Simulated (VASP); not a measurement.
# Mg3H3O4 (a cell with a defect) in VASP: further runs, part 2 of 2

VASP 6.6.1.

## 4. Single point, PBEsol

The COD entry that gives the cell may itself be a prediction, so a difference from it is no test against experiment.

The input, INCAR:

```
SYSTEM = Mg3H3O4
PREC     = Accurate       ! precision mode
ENCUT    = 520            ! plane-wave cutoff, eV
EDIFF    = 1E-6           ! SCF threshold, eV
ISMEAR   = 0              ! smearing method
SIGMA    = 0.05           ! smearing width, eV
LREAL    = Auto         
LASPH    = .True.         ! aspherical terms in the spheres
NELM     = 60             ! most SCF steps
ALGO     = Normal         ! electronic algorithm
ISIF     = 2              ! what is computed and relaxed
LWAVE    = .False.        ! write WAVECAR
LCHARG   = .False.        ! write CHGCAR
GGA      = PS             ! functional
NBANDS   = 49             ! bands
NELECT   = 64.0
```

The input, KPOINTS:

```
regular mesh
0
Gamma
  6 6 4
  0 0 0
```

The input, POSCAR:

```
Mg3H3O4
1.0
    4.5975141488     -2.6543760314      0.0000000000
    0.0000000000      5.3087520628      0.0000000000
    0.0000000000      0.0000000000      7.2844478007
Mg H O
6 6 8
Direct
    0.2640731406      0.3333328424      0.7988976185
    0.0055299449      0.6879094202      0.8151574646
    0.6509535160      0.9787564665      0.8151574646
    0.0575578435      0.3333331712      0.1871381383
    0.6826021407      0.7093866349      0.1965583445
    0.3065487031      0.9572795018      0.1965582072
   -0.1328989929      0.3333348549      0.4846425009
    0.6615442392      0.6354619942      0.5658545593
    0.3594155334      1.0312041158      0.5658545593
    0.3760567002      0.3333329322      0.4436087797
    0.0221195622      0.6612212426      0.4696453449
    0.6942321213      1.0054476155      0.4696442467
    0.6417061274      0.6492358888      0.6984497850
    0.3258034563      1.0174300516      0.6984497850
    0.3802617987      0.3333331042      0.3092458154
   -0.0114722866      0.6240508500      0.3373392283
    0.6978105768      1.0426167212      0.3373381301
    0.9319612428      0.3333332512     -0.3361211539
    0.3376572534      0.6724526363      0.0121770383
   -0.0014625295     -0.0057868785      0.0121770383
```

Potentials or basis: VASP PAW PBE potentials, release 64 (Mg, H, O).

Command:

```sh
> cat potpaw_PBE.64/Mg/POTCAR potpaw_PBE.64/H/POTCAR potpaw_PBE.64/O/POTCAR > POTCAR
> mpirun -np 1 vasp_std > vasp.out
```

OUTCAR:

```text
SYSTEM = Mg3H3O4
   PREC = Accurate
   ENCUT = 520
   EDIFF = 1E-6
   ISMEAR = 0
   LREAL = Auto
   LASPH = .True.
   NELM = 60
   ISIF = 2
   GGA = PS
   NELECT = 64.0

 ion  position               nearest neighbor table
   1  0.264  0.333  0.799-  14 2.00  13 2.00  18 2.02  20 2.26  19 2.26   3 2.83   2 2.83   2 2.99
                             3 2.99   4 3.03   3 3.41   2 3.41   6 3.59   5 3.59
   2  0.006  0.688  0.815-  14 1.92  13 2.02  18 2.04  20 2.18  19 2.31   1 2.83   3 2.97   3 2.97
                             1 2.99   6 3.17   3 3.26   5 3.30   4 3.39   1 3.41
   3  0.651  0.979  0.815-  13 1.92  14 2.02  18 2.04  19 2.18  20 2.31   1 2.83   2 2.97   2 2.97
                             1 2.99   5 3.17   2 3.26   6 3.30   4 3.39   1 3.41
   4  0.058  0.333  0.187-  15 1.93  17 2.07  16 2.07  19 2.10  20 2.10   6 2.89   5 2.89   5 2.89
                             6 2.89   1 3.03   2 3.39   3 3.39   6 3.45   5 3.45
   5  0.683  0.709  0.197-  15 2.01  17 2.01  20 2.09  16 2.15  19 2.20   6 2.89   6 2.89   4 2.89
                             4 2.89   3 3.17   2 3.30   4 3.45   6 3.46   1 3.59
   6  0.307  0.957  0.197-  15 2.01  16 2.01  19 2.09  17 2.15  20 2.20   5 2.89   5 2.89   4 2.89
                             4 2.89   2 3.17   3 3.30   4 3.45   5 3.46   1 3.59
   7  0.867  0.333  0.485-  18 1.35
   8  0.662  0.635  0.566-  13 0.98
   9  0.359  0.031  0.566-  14 0.98
  10  0.376  0.333  0.444-  15 0.98
  11  0.022  0.661  0.470-  16 0.98
  12  0.694  0.005  0.470-  17 0.98
  13  0.642  0.649  0.698-   8 0.98   3 1.92   1 2.00   2 2.02
  14  0.326  0.017  0.698-   9 0.98   2 1.92   1 2.00   3 2.02
  15  0.380  0.333  0.309-  10 0.98   4 1.93   5 2.01   6 2.01
  16  0.989  0.624  0.337-  11 0.98   6 2.01   4 2.07   5 2.15
  17  0.698  0.043  0.337-  12 0.98   5 2.01   4 2.07   6 2.15
  18  0.932  0.333  0.664-   7 1.35   1 2.02   2 2.04   3 2.04
  19  0.338  0.672  0.012-   6 2.09   4 2.10   3 2.18   5 2.20   1 2.26   2 2.31
  20  0.999  0.994  0.012-   5 2.09   4 2.10   2 2.18   6 2.20   1 2.26   3 2.31

  LATTYP: Found a hexagonal cell.
 ALAT       =     5.3087520628
 C/A-ratio  =     1.3721582237

  Lattice vectors:

 A1 = (   4.5975141488,  -2.6543760314,   0.0000000000)
 A2 = (   0.0000000000,   5.3087520628,   0.0000000000)
 A3 = (   0.0000000000,   0.0000000000,   7.2844478007)

Analysis of symmetry for initial positions (statically):
[... 194 lines left out ...]
 non-spin polarized calculation
 Gauss-broadening in eV      SIGMA  =   0.05
  energy-cutoff  :      520.00
  volume of cell :      177.79
 maximum number of plane-waves:      4808
   NGX = 19   NGY = 19   NGZ = 27

 number of electron      64.0000016 magnetization

 Free energy of the ion-electron system (eV)
  ---------------------------------------------------
  ext. energy  EPLUGINS =         0.00000000
  ---------------------------------------------------
  free energy    TOTEN  =      -114.12148170 eV

  energy without entropy =     -114.12148170  energy(sigma->0) =     -114.12148170

 E-fermi :   1.3594     XC(G=0):  -9.8360

 val. band max:        1.0806109514   @ k =   0.0000   0.0000   0.5000
 cond. band min:       3.2873044287   @ k =   0.0000   0.0000   0.0000
 fundamental gap:      2.2066934772
 Fermi energy:         1.3594476240

 k-point     1 :       0.0000    0.0000    0.0000
  band No.  band energies     occupation
      1     -17.2935      2.00000
      2     -16.6141      2.00000
      3     -16.4611      2.00000
      4     -16.4157      2.00000
      5     -16.3476      2.00000
      6     -14.7576      2.00000
[... 1117 lines left out ...]
     43      11.0872      0.00000
     44      11.3222      0.00000

 [... further k-points ...]

 [bands above 44 left out]

------------------------ aborting loop because EDIFF is reached ----------------------------------------

  FORCE on cell =-STRESS in cart. coord.  units (eV):
  Direction    XX          YY          ZZ          XY          YZ          ZX
  --------------------------------------------------------------------------------------
  -------------------------------------------------------------------------------------
  Total       -7.5585012     -7.8263812    -23.9814431     -0.2319908      2.3351107     -4.0445273
  in kB      -68.1136445    -70.5276521   -216.1094422     -2.0905919     21.0429153    -36.4473708
  external PRESSURE =    -118.2502463 kB  Pullay stress =       0.0000000 kB

 VOLUME and BASIS-vectors are now :
 -----------------------------------------------------------------------------
  energy-cutoff  :      520.00
  volume of cell :      177.79
      direct lattice vectors                 reciprocal lattice vectors
     4.597514149 -2.654376031  0.000000000     0.217508847  0.000000000  0.000000000
     0.000000000  5.308752063  0.000000000     0.108754423  0.188368187  0.000000000
     0.000000000  0.000000000  7.284447801     0.000000000  0.000000000  0.137278765

 POSITION                                       TOTAL-FORCE (eV/Angst)
 -----------------------------------------------------------------------------------
      1.21408      1.06863      5.81953         0.081646     -0.047138     -0.070121
      0.02542      3.63726      5.93797        -0.047401      0.231669     -0.001015
      2.99277      3.46810      5.93797        -0.224331     -0.074784     -0.001015
      0.26462      1.61680      1.36320        -0.174934      0.100998      0.381561
      3.13827      1.95408      1.43182         0.059337     -0.038099      0.162571
      1.40936      4.26826      1.43182         0.062664     -0.032338      0.162571
[... 12 lines left out ...]
      1.55238      2.67361      0.08870        -0.343831      0.007981     -0.272718
      4.59079      2.62754      0.08870        -0.178827      0.293776     -0.272718
 -----------------------------------------------------------------------------------
    total drift:                               -0.006209     -0.004137     -0.005946

  FREE ENERGIE OF THE ION-ELECTRON SYSTEM (eV)
  ---------------------------------------------------
  free  energy   TOTEN  =      -114.1214817029 eV

  energy  without entropy=     -114.1214817029  energy(sigma->0) =     -114.12148170
```

Wall time 4.8 min (1 thread of Intel Xeon 6975P-C (Granite Rapids), shared host); peak memory 0.43 GiB.

What came out:

* Free energy: -114.1215 eV
* Largest force: 3.403 eV/Å

Forces on the atoms (eV/Å):
```
Mg   0.082 -0.047 -0.070
Mg  -0.047  0.232 -0.001
Mg  -0.224 -0.075 -0.001
Mg  -0.175  0.101  0.382
Mg   0.059 -0.038  0.163
Mg   0.063 -0.032  0.163
H    0.839 -0.484  3.262
H    0.095 -0.094  0.141
H    0.129 -0.035  0.141
H   -0.056  0.032 -0.169
H    0.275  0.170 -0.013
H   -0.010 -0.323 -0.013
O   -0.073 -0.038 -0.080
O   -0.003  0.082 -0.080
O    0.002 -0.001 -0.151
O    0.137  0.598 -0.626
O   -0.450 -0.417 -0.626
O   -0.121  0.070 -1.876
O   -0.344  0.008 -0.273
O   -0.179  0.294 -0.273
```

Caveat: the cell carries a net charge on a neutralising background, which shifts energy and pressure; the cell is charged against a uniform background, so pressure and absolute levels hang on convention; the PAW data sets were made with another functional, which shifts forces and pressure a little.
